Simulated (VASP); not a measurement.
The system is CeO2.

```
Ce O
1.0
     1.93162    1.11522    3.15555
    -1.93162    1.11522    3.15555
     0.00000   -2.23045    3.15555
Ce O
1 2
Direct
  0.00000 0.00000 0.00000
  0.24999 0.24999 0.24999
  0.75001 0.75001 0.75001
```

Base run:

- Program: VASP 6.6.1
- Functional: revPBE
- Potentials or basis: VASP PAW PBE potentials, release 64 (Ce, O)
- Cutoff: 520 eV
- k mesh: 10 × 10 × 10
- Occupations: gaussian, width 0.05 eV
- Spin: no spin polarisation

Its results: band gap on the k mesh 1.89 eV (least direct gap 1.96 eV); pressure 2.8 GPa.

Question: The run is repeated on the same cell with these changes: functional from revPBE to PBE; occupations from gaussian, width 0.05 eV to methfessel-paxton, width 0.15 eV. What comes out?

Answer: Band gap on the k mesh 1.89 eV (least direct gap 1.95 eV); pressure -0.1 GPa.

Caveats: spin-orbit coupling is left out, which moves the levels of the heavy elements; the PAW data sets were made with another functional, which shifts forces and pressure a little (at least some runs).

A k mesh can miss the band edges.
